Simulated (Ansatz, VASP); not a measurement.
**BaF2 in VASP and in Ansatz**

Contents of INCAR:

```
SYSTEM = BaF2
PREC = Accurate
ENCUT = 600
EDIFF = 1E-7
ISMEAR = 0
SIGMA = 0.02
LREAL = .FALSE.
LASPH = .TRUE.
NELM = 120
ALGO = Normal
ISIF = 3
LWAVE = .FALSE.
LCHARG = .FALSE.
GGA = PE
IBRION = 2
NSW = 100
EDIFFG = -0.01
GGA_COMPAT = .FALSE.
NELMIN = 4
```

Contents of KPOINTS:

```
Automatic mesh
0
G
  6 6 6
  0 0 0
```

The input POSCAR:

```
BaF2
1.0
    0.0000000000      3.1128654500      3.1128654500
    3.1128654500      0.0000000000      3.1128654500
    3.1128654500      3.1128654500      0.0000000000
Ba F
1 2
Direct
    0.0000000000      0.0000000000      0.0000000000
    0.2500000000      0.2500000000      0.2500000000
    0.7500000000      0.7500000000      0.7500000000
```

Input for Ansatz:

```yaml
crystal:
  lattice:
    - [0.0, 3.11286545, 3.11286545]
    - [3.11286545, 0.0, 3.11286545]
    - [3.11286545, 3.11286545, 0.0]
  atoms:
    - { symbol: Ba, position: [0.0, 0.0, 0.0] }
    - { symbol: F, position: [0.25, 0.25, 0.25] }
    - { symbol: F, position: [0.75, 0.75, 0.75] }
basis:
  ecutwfc: 420
kpoints:
  mp_grid: { grid: [6, 6, 6] }
hamiltonian:
  xc: pbe
scf:
  occupations: { method: gaussian, width: 0.02 }
output:
  forces: true
  stress: true
  eigenvalues: true
relax:
  adjacent_minimum: "off"
  f_tol: 0.01
  max_steps: 80
  cell: { stress_tol: 0.05 }
```

Alike in both runs: task relaxation of cell and atoms; functional PBE; k mesh 6 × 6 × 6; occupations gaussian, width 0.02 eV; no spin polarisation.

```csv
,VASP,Ansatz
version,VASP 6.6.1,Ansatz 0.2.0
potentials or method,"VASP PAW PBE potentials, release 64 (Ba_sv, F), cutoff 600 eV","scalar-relativistic, plane waves, PAW"
valence electrons in the cell,24,24
```

```csv
,VASP,Ansatz,Ansatz less VASP
"gap on the k mesh at the Fermi level, each at its own relaxed structure (eV)",6.60,6.75,+0.152
relaxed volume (Å³/atom),20.66,20.29,-0.368
relaxed cell length with the largest relative difference (Å),4.442,4.416,-0.0265
```

Neither program's run includes spin-orbit coupling.
